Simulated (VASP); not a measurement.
# LiH (Fm-3m) in VASP: further runs

Aim: see how the results for LiH move with the level of theory and the settings. Levels: PBE, r2SCAN, HSE06, PBE-based global hybrid, PBE-based screened hybrid. Tasks: single point.

All numbers are computed with VASP 6.6.1; they aren't measurements. Logs are shortened: lines on timing, memory, paths and dates and some standing lists are left out, and cuts for length are marked.

**1. The cell of the first run**

Symmetry: Fm-3m, No. 225, cubic system. The conventional cell has a = 4.006 Å, b = 4.006 Å, c = 4.006 Å, α = 90.00°, β = 90.00°, γ = 90.00°. Li (site symmetry m-3m) has 6 H at 2.00 Å within 2.7 Å. H (site symmetry m-3m) has 6 Li at 2.00 Å within 2.7 Å.

**2. Single point, PBE**

File INCAR:

```
  ALGO = Normal
  EDIFF = 1E-7
  ENCUT = 520
  GGA = PE
  ISIF = 2
  ISMEAR = 0
  LASPH = T
  LCHARG = T
  LELF = T
  LREAL = F
  LVHAR = T
  LWAVE = F
  NBANDS = 9
  NELM = 60
  PREC = Accurate
  SIGMA = 0.01
```

File KPOINTS:

```
k-points
0
Gamma
  4 4 4
```

File POSCAR:

```
LiH
1.0
    0.0000000000      2.0029948335      2.0029948335
    2.0029948335      0.0000000000      2.0029948335
    2.0029948335      2.0029948335      0.0000000000
Li H
1 1
Direct
    0.0000000000      0.0000000000      0.0000000000
    0.5000000000      0.5000000000      0.5000000000
```

Potentials or basis: VASP PAW PBE potentials, release 64 (Li_sv, H).

Started as:

```sh
cat potpaw_PBE.64/Li_sv/POTCAR potpaw_PBE.64/H/POTCAR > POTCAR
mpirun -np 1 vasp_std > vasp.out
```

OUTCAR:

```text
EDIFF = 1E-7
   ENCUT = 520
   GGA = PE
   ISIF = 2
   ISMEAR = 0
   LASPH = T
   LREAL = F
   NELM = 60
   PREC = Accurate

 ion  position               nearest neighbor table
   1  0.000  0.000  0.000-
   2  0.500  0.500  0.500-

  LATTYP: Found a face centered cubic cell.
 ALAT       =     4.0059896670

  Lattice vectors:

 A1 = (   0.0000000000,   2.0029948335,   2.0029948335)
 A2 = (   2.0029948335,   0.0000000000,   2.0029948335)
 A3 = (   2.0029948335,   2.0029948335,   0.0000000000)

Analysis of symmetry for initial positions (statically):
=====================================================================
 Subroutine PRICEL returns:
 Original cell was already a primitive cell.

 Routine SETGRP: Setting up the symmetry group for a
 face centered cubic supercell.

 Subroutine GETGRP returns: Found 48 space group operations
 (whereof 48 operations were pure point group operations)
 out of a pool of 48 trial point group operations.

The static configuration has the point symmetry O_h .

Analysis of symmetry for dynamics (positions and initial velocities):
=====================================================================
 Subroutine PRICEL returns:
 Original cell was already a primitive cell.

 Routine SETGRP: Setting up the symmetry group for a
 face centered cubic supercell.

 Subroutine GETGRP returns: Found 48 space group operations
 (whereof 48 operations were pure point group operations)
 out of a pool of 48 trial point group operations.

The dynamic configuration has the point symmetry O_h .

 Subroutine INISYM returns: Found 48 space group operations
 (whereof 48 operations are pure point group operations),
 and found     1 'primitive' translations

----------------------------------------------------------------------------------------

                                     Primitive cell

  volume of cell :      16.0720

  direct lattice vectors                    reciprocal lattice vectors
     0.000000000  2.002994833  2.002994833    -0.249626206  0.249626206  0.249626206
     2.002994833  0.000000000  2.002994833     0.249626206 -0.249626206  0.249626206
     2.002994833  2.002994833  0.000000000     0.249626206  0.249626206 -0.249626206

  length of vectors
[... 66 lines left out ...]
   LREAL  =      F    real-space projection
   EDIFFG = 0.1E-05   stopping-criterion for IOM
   NSW    =      0    number of steps for IOM
   IBRION =     -1    ionic relax: 0-MD 1-quasi-New 2-CG
   NFREE  =      0    steps in history (QN), initial steepest desc. (CG)
   ISIF   =      2    stress and relaxation
   ISYM   =      2    0-nonsym 1-usesym 2-fastsym
   POTIM  = 0.5000    time-step for ionic-motion
   TEBEG  =    0.0;   TEEND  =   0.0 temperature during run
   PSTRESS=    0.0 pullay stress
   NELECT =       4.0000    total number of electrons
   NUPDOWN=      -1.0000    fix difference up-down
   EMIN   =  10.00;   EMAX   =-10.00  energy-range for DOS
   EFERMI =   0.00;   METHOD = LEGACY
   ISMEAR =     0;   SIGMA  =   0.01  broadening in eV -4-tet -1-fermi 0-gaus
   EFERMI_NEDOS =   21; number of points for ismear=-14 and -15
   IALGO  =     38    algorithm
   IMIX   =      4    mixing-type and parameters
     AMIX     =   0.40;   BMIX     =  1.00
     AMIX_MAG =   1.60;   BMIX_MAG =  1.00
  volume/ion in A,a.u.               =       8.04        54.23
  Fermi-wavevector in a.u.,A,eV,Ry     =   1.029765  1.945975 14.427849  1.060417
  Thomas-Fermi vector in A             =   2.163830
   LORBIT       =      0    0 simple, 1 ext, 2 COOP (PROOUT), +10 PAW based schemes
   GGA     = PE    functional components
   LHFCALC =     F    Hartree Fock is set to
   AEXX    =    0.0000 exact exchange contribution
   IVDW    =     0    specifies the selected vdW correction
   LEPSILON=     F    determine dielectric tensor
   LRPA    =     F    only Hartree local field effects (RPA)
 non-spin polarized calculation
 Gauss-broadening in eV      SIGMA  =   0.01
  energy-cutoff  :      520.00
  volume of cell :       16.07
 maximum number of plane-waves:       444
 NGX is ok and might be reduce to    24
   NGX = 11   NGY = 11   NGZ = 11

 number of electron       3.9999995 magnetization

 Free energy of the ion-electron system (eV)
  ---------------------------------------------------
  ext. energy  EPLUGINS =         0.00000000
  ---------------------------------------------------
  free energy    TOTEN  =        -6.11247393 eV

  energy without entropy =       -6.11247393  energy(sigma->0) =       -6.11247393

 E-fermi :   0.3657     XC(G=0):  -8.5107

 val. band max:        0.1188618023   @ k =   0.5000   0.5000   0.0000
 cond. band min:       3.0847758328   @ k =   0.5000   0.5000   0.0000
 fundamental gap:      2.9659140304
 Fermi energy:         0.3656583167

 k-point     1 :       0.0000    0.0000    0.0000
  band No.  band energies     occupation
      1     -44.1992      2.00000
      2      -5.3276      2.00000
      3      16.2433      0.00000
      4      18.0122      0.00000
      5      18.0122      0.00000
      6      18.0122      0.00000
      7      22.7372      0.00000
      8      22.7372      0.00000
      9      22.7372      0.00000
[... 73 lines left out ...]
 k-point     8 :      -0.2500    0.5000    0.2500
  band No.  band energies     occupation
      1     -44.1383      2.00000
      2      -0.1138      2.00000
      3       5.3748      0.00000
      4       5.3748      0.00000
      5      11.9263      0.00000
      6      17.7682      0.00000
      7      24.2474      0.00000
      8      24.2474      0.00000
      9      28.1383      0.00000

------------------------ aborting loop because EDIFF is reached ----------------------------------------

  FORCE on cell =-STRESS in cart. coord.  units (eV):
  Direction    XX          YY          ZZ          XY          YZ          ZX
  --------------------------------------------------------------------------------------
  -------------------------------------------------------------------------------------
  Total        0.0108529      0.0108529      0.0108529      0.0000000      0.0000000     -0.0000000
  in kB        1.0818960      1.0818960      1.0818960      0.0000000      0.0000000     -0.0000000
  external PRESSURE =       1.0818960 kB  Pullay stress =       0.0000000 kB

 VOLUME and BASIS-vectors are now :
 -----------------------------------------------------------------------------
  energy-cutoff  :      520.00
  volume of cell :       16.07
      direct lattice vectors                 reciprocal lattice vectors
     0.000000000  2.002994833  2.002994833    -0.249626206  0.249626206  0.249626206
     2.002994833  0.000000000  2.002994833     0.249626206 -0.249626206  0.249626206
     2.002994833  2.002994833  0.000000000     0.249626206  0.249626206 -0.249626206

 POSITION                                       TOTAL-FORCE (eV/Angst)
 -----------------------------------------------------------------------------------
      0.00000      0.00000      0.00000        -0.000000      0.000000      0.000000
      2.00299      2.00299      2.00299         0.000000     -0.000000     -0.000000
 -----------------------------------------------------------------------------------
    total drift:                                0.000000     -0.000000     -0.000000

  FREE ENERGIE OF THE ION-ELECTRON SYSTEM (eV)
  ---------------------------------------------------
  free  energy   TOTEN  =        -6.1124739300 eV

  energy  without entropy=       -6.1124739300  energy(sigma->0) =       -6.11247393
```

OSZICAR:

```text
N       E                     dE             d eps       ncg     rms          rms(c)
DAV:   1    -0.187790132515E+01   -0.18779E+01   -0.14584E+03   144   0.415E+02
DAV:   2    -0.630960538865E+01   -0.44317E+01   -0.44149E+01   193   0.550E+01
DAV:   3    -0.636090884555E+01   -0.51303E-01   -0.51290E-01   174   0.546E+00
DAV:   4    -0.636099247316E+01   -0.83628E-04   -0.83621E-04   182   0.218E-01
DAV:   5    -0.636099285788E+01   -0.38472E-06   -0.38481E-06   164   0.122E-02    0.290E+00
DAV:   6    -0.617429440131E+01    0.18670E+00   -0.14548E-01   160   0.121E+00    0.146E+00
DAV:   7    -0.611073114073E+01    0.63563E-01   -0.19172E-01   160   0.156E+00    0.224E-01
DAV:   8    -0.611255058855E+01   -0.18194E-02   -0.39666E-03   163   0.409E-01    0.382E-02
DAV:   9    -0.611248526041E+01    0.65328E-04   -0.12534E-04   169   0.497E-02    0.463E-03
DAV:  10    -0.611247552511E+01    0.97353E-05   -0.45295E-06   156   0.151E-02    0.219E-03
DAV:  11    -0.611247431152E+01    0.12136E-05   -0.24535E-07   194   0.245E-03    0.257E-04
DAV:  12    -0.611247399505E+01    0.31647E-06   -0.49602E-09   108   0.534E-04    0.130E-04
DAV:  13    -0.611247393003E+01    0.65018E-07   -0.32370E-09    78   0.365E-04
   1 F= -.61124739E+01 E0= -.61124739E+01  d E =0.000000E+00
```

stdout:

```text
POSCAR found type information on POSCAR LiH
 POSCAR found :  2 types and       2 ions
 scaLAPACK will be used
 LDA part: xc-table for (Slater+PW92), standard interpolation
 POSCAR, INCAR and KPOINTS ok, starting setup
 FFT: planning ... GRIDC
 FFT: planning ... GRID_SOFT
 FFT: planning ... GRID
 WAVECAR not read
 entering main loop
```

It took 3 s on 1 thread of Intel Xeon Platinum 8259CL at 2.50GHz (Skylake/Cascade Lake), shared host; peak memory 0.13 GiB.

Results:

| Item | Value |
| --- | --- |
| Free energy | -6.1125 eV |
| Band gap on the k mesh | 2.97 eV, direct |

Levels at points of the mesh, in eV from the valence-band top:
```tsv
k point	band 1	band 2	band 3	band 4	band 5	band 6	band 7
(0.00, 0.00, 0.00)	-44.32	-5.45	16.12	17.89	17.89	17.89	22.62
(0.50, 0.00, 0.00)	-44.27	-2.64	4.91	13.68	16.50	16.50	19.09
(0.50, 0.50, 0.00)	-44.26	0.00	2.97	10.81	10.81	13.98	17.29
```

Caveat: the k points lie up to 0.68 Å⁻¹ apart; the cutoff is under 1.25 times the usual one of these potentials, so pressure, stress and relaxed cells hold a basis-set (Pulay) error.

**3. Single point, r2SCAN**

POSCAR is that of step 2.

File INCAR.step1:

```
  ALGO = Normal
  EDIFF = 1E-4
  ENCUT = 520
  GGA = PE
  ISMEAR = 0
  LASPH = True
  LCHARG = False
  LREAL = False
  LWAVE = True
  NBANDS = 9
  NELM = 100
  PREC = Accurate
  SIGMA = 0.01
```

File INCAR.step2:

```
  ALGO = Normal
  EDIFF = 1E-6
  ENCUT = 520
  ISIF = 2
  ISMEAR = 0
  ISTART = 1
  LASPH = True
  LCHARG = True
  LELF = True
  LMIXTAU = True
  LREAL = False
  LVHAR = True
  LWAVE = False
  METAGGA = R2SCAN
  NBANDS = 9
  NELM = 100
  PREC = Accurate
  SIGMA = 0.01
```

File KPOINTS:

```
k-points
0
Gamma
  8 8 8
```

Potentials or basis: VASP PAW PBE potentials, release 64 (Li_sv, H).

Started as:

```sh
cat potpaw_PBE.64/Li_sv/POTCAR potpaw_PBE.64/H/POTCAR > POTCAR
cp INCAR.step1 INCAR
mpirun -np 1 vasp_std > vasp.out
cp INCAR.step2 INCAR
mpirun -np 1 vasp_std > vasp.out
```

OUTCAR:

```text
EDIFF = 1E-6
   ENCUT = 520
   ISIF = 2
   ISMEAR = 0
   ISTART = 1
   LASPH = True
   LREAL = False
   METAGGA = R2SCAN
   NELM = 100
   PREC = Accurate

 ion  position               nearest neighbor table
   1  0.000  0.000  0.000-
   2  0.500  0.500  0.500-

  LATTYP: Found a face centered cubic cell.
 ALAT       =     4.0059896670

  Lattice vectors:

 A1 = (   0.0000000000,   2.0029948335,   2.0029948335)
 A2 = (   2.0029948335,   0.0000000000,   2.0029948335)
 A3 = (   2.0029948335,   2.0029948335,   0.0000000000)

Analysis of symmetry for initial positions (statically):
=====================================================================
 Subroutine PRICEL returns:
 Original cell was already a primitive cell.

 Routine SETGRP: Setting up the symmetry group for a
 face centered cubic supercell.

 Subroutine GETGRP returns: Found 48 space group operations
 (whereof 48 operations were pure point group operations)
 out of a pool of 48 trial point group operations.

The static configuration has the point symmetry O_h .

Analysis of symmetry for dynamics (positions and initial velocities):
[... 157 lines left out ...]

  energy without entropy =       -6.81747056  energy(sigma->0) =       -6.81747056

 E-fermi :   0.0540     XC(G=0):  -8.8302

 val. band max:       -0.1777326607   @ k =   0.5000   0.5000   0.0000
 cond. band min:       3.4038310434   @ k =   0.5000   0.5000   0.0000
 fundamental gap:      3.5815637041
 Fermi energy:         0.0540313530

 k-point     1 :       0.0000    0.0000    0.0000
  band No.  band energies     occupation
      1     -45.9094      2.00000
      2      -5.6307      2.00000
      3      17.4882      0.00000
      4      19.2418      0.00000
      5      19.2418      0.00000
      6      19.2424      0.00000
      7      23.6704      0.00000
      8      23.6704      0.00000
      9      23.6706      0.00000
[... 265 lines left out ...]
 k-point    24 :      -0.3750    0.2500    0.1250
  band No.  band energies     occupation
      1     -45.8575      2.00000
      2      -1.8907      2.00000
      3       5.6462      0.00000
      4       9.4873      0.00000
      5      14.3113      0.00000
      6      17.8527      0.00000
      7      24.2576      0.00000
      8      27.6815      0.00000
      9      29.1525      0.00000

 [... further k-points ...]
[... 5 lines left out ...]
  --------------------------------------------------------------------------------------
  -------------------------------------------------------------------------------------
  Total       -0.0538982     -0.0538982     -0.0538982      0.0000000      0.0000000      0.0000000
  in kB       -5.3729812     -5.3729812     -5.3729812      0.0000000      0.0000000      0.0000000
  external PRESSURE =      -5.3729812 kB  Pullay stress =       0.0000000 kB

 VOLUME and BASIS-vectors are now :
 -----------------------------------------------------------------------------
  energy-cutoff  :      520.00
  volume of cell :       16.07
      direct lattice vectors                 reciprocal lattice vectors
     0.000000000  2.002994833  2.002994833    -0.249626206  0.249626206  0.249626206
     2.002994833  0.000000000  2.002994833     0.249626206 -0.249626206  0.249626206
     2.002994833  2.002994833  0.000000000     0.249626206  0.249626206 -0.249626206

 POSITION                                       TOTAL-FORCE (eV/Angst)
 -----------------------------------------------------------------------------------
      0.00000      0.00000      0.00000        -0.000000      0.000000      0.000000
      2.00299      2.00299      2.00299         0.000000     -0.000000     -0.000000
 -----------------------------------------------------------------------------------
    total drift:                                0.000000     -0.000000     -0.000000

  FREE ENERGIE OF THE ION-ELECTRON SYSTEM (eV)
  ---------------------------------------------------
  free  energy   TOTEN  =        -6.8174705568 eV

  energy  without entropy=       -6.8174705568  energy(sigma->0) =       -6.81747056
```

Run time: 20 s. Hardware: 1 thread of Intel Xeon Platinum 8259CL at 2.50GHz (Skylake/Cascade Lake), shared host; peak memory 0.13 GiB.

Results:

| Property | Result |
| --- | --- |
| Free energy | -6.8175 eV |
| Band gap on the k mesh | 3.58 eV, direct |

Caveat: the cutoff is under 1.25 times the usual one of these potentials, so pressure, stress and relaxed cells hold a basis-set (Pulay) error; the PAW data sets were made with another functional, which shifts forces and pressure a little.

**4. Single point, HSE06**

POSCAR is that of step 3.

File INCAR.step1:

```
PREC     = Accurate       # precision mode
ENCUT    = 520            # plane-wave cutoff, eV
EDIFF    = 1E-5           # SCF threshold, eV
ISMEAR   = 0              # smearing method
SIGMA    = 0.01           # smearing width, eV
LREAL    = False          # projectors in reciprocal space
LASPH    = True           # aspherical terms in the spheres
NELM     = 80             # most SCF steps
ALGO     = Normal         # electronic algorithm
ISIF     = 2              # what is computed and relaxed
LWAVE    = True           # write WAVECAR
LCHARG   = False          # write CHGCAR
GGA      = PE             # functional
NBANDS   = 9              # bands
```

File INCAR.step2:

```
PREC     = Accurate       # precision mode
ENCUT    = 520            # plane-wave cutoff, eV
EDIFF    = 1E-7           # SCF threshold, eV
ISMEAR   = 0              # smearing method
SIGMA    = 0.01           # smearing width, eV
LREAL    = False          # projectors in reciprocal space
LASPH    = True           # aspherical terms in the spheres
NELM     = 80             # most SCF steps
ALGO     = Normal         # electronic algorithm
ISIF     = 2              # what is computed and relaxed
LWAVE    = False          # write WAVECAR
LCHARG   = False          # write CHGCAR
GGA      = PE             # functional
LHFCALC  = True           # exact exchange
HFSCREEN = 0.2079         # screening, 1/A
PRECFOCK = Normal       
ISTART   = 1            
NBANDS   = 9              # bands
```

File KPOINTS:

```
Automatic mesh
0
Gamma
  6 6 6
```

Started as:

```sh
cat potpaw_PBE.64/Li_sv/POTCAR potpaw_PBE.64/H/POTCAR > POTCAR
cp INCAR.step1 INCAR
mpirun -np 1 vasp_std > vasp.out
cp INCAR.step2 INCAR
mpirun -np 1 vasp_std > vasp.out
```

It took 71 s on 1 thread of Intel Xeon Platinum 8259CL at 2.50GHz (Skylake/Cascade Lake), shared host; peak memory 0.23 GiB.

Results (log left out):

* Free energy: -6.7859 eV
* Band gap on the k mesh: 3.97 eV, direct

Levels at points of the mesh, in eV from the valence-band top:
```tsv
k point	band 1	band 2	band 3	band 4	band 5
(0.00, 0.00, 0.00)	-47.29	-6.08	17.97	19.49	19.49
(0.50, 0.00, 0.00)	-47.23	-2.88	5.97	15.28	18.03
(0.50, 0.50, 0.00)	-47.22	0.00	3.97	12.18	12.18
```

Caveat: the k points lie up to 0.45 Å⁻¹ apart; the cutoff is under 1.25 times the usual one of these potentials, so pressure, stress and relaxed cells hold a basis-set (Pulay) error; the PAW data sets were made with another functional, which shifts forces and pressure a little.

**5. Single point, PBE-based global hybrid**

POSCAR is that of step 4.

File INCAR.step1:

```
SYSTEM = LiH
PREC = Accurate ; ENCUT = 520
EDIFF = 1E-5 ; ISMEAR = 0
SIGMA = 0.01 ; LREAL = .FALSE.
LASPH = .TRUE. ; NELM = 60
ALGO = Normal ; ISIF = 2
LWAVE = .TRUE. ; GGA = PE
NBANDS = 9
```

File INCAR.step2:

```
SYSTEM = LiH
PREC = Accurate ; ENCUT = 520
EDIFF = 1E-6 ; ISMEAR = 0
SIGMA = 0.01 ; LREAL = .FALSE.
LASPH = .TRUE. ; NELM = 60
ALGO = Normal ; ISIF = 2
LWAVE = .FALSE. ; LCHARG = .TRUE.
GGA = PE ; LHFCALC = .TRUE.
AEXX = 0.75 ; PRECFOCK = Normal
LELF = .TRUE. ; LVHAR = .TRUE.
ISTART = 1 ; NBANDS = 9
```

File KPOINTS:

```
regular mesh
0
G
  6 6 6
  0 0 0
```

Started as:

```sh
cat potpaw_PBE.64/Li_sv/POTCAR potpaw_PBE.64/H/POTCAR > POTCAR
cp INCAR.step1 INCAR
mpirun -np 1 vasp_std > vasp.out
cp INCAR.step2 INCAR
mpirun -np 1 vasp_std > vasp.out
```

Run time: 58 s. Hardware: 1 thread of Intel Xeon Platinum 8259CL at 2.50GHz (Skylake/Cascade Lake), shared host; peak memory 0.13 GiB.

The run converged. Its results:

| Quantity | Value |
| --- | --- |
| Free energy | -9.2328 eV |
| Band gap on the k mesh | 8.34 eV, direct |

Levels at points of the mesh, in eV from the valence-band top:
| k point | band 1 | band 2 | band 3 | band 4 | band 5 | band 6 | band 7 |
| --- | --- | --- | --- | --- | --- | --- | --- |
| (0.00, 0.00, 0.00) | -53.34 | -7.42 | 24.01 | 25.09 | 25.09 | 25.09 | 29.45 |
| (0.50, 0.00, 0.00) | -53.28 | -3.38 | 10.41 | 20.82 | 23.48 | 23.48 | 26.18 |
| (0.50, 0.50, 0.00) | -53.26 | 0.00 | 8.34 | 17.34 | 17.34 | 20.26 | 24.59 |

Caveat: the k points lie up to 0.45 Å⁻¹ apart; the cutoff is under 1.25 times the usual one of these potentials, so pressure, stress and relaxed cells hold a basis-set (Pulay) error; the PAW data sets were made with another functional, which shifts forces and pressure a little. A k mesh can miss the band edges.

(Continued in part 2 of 2.)
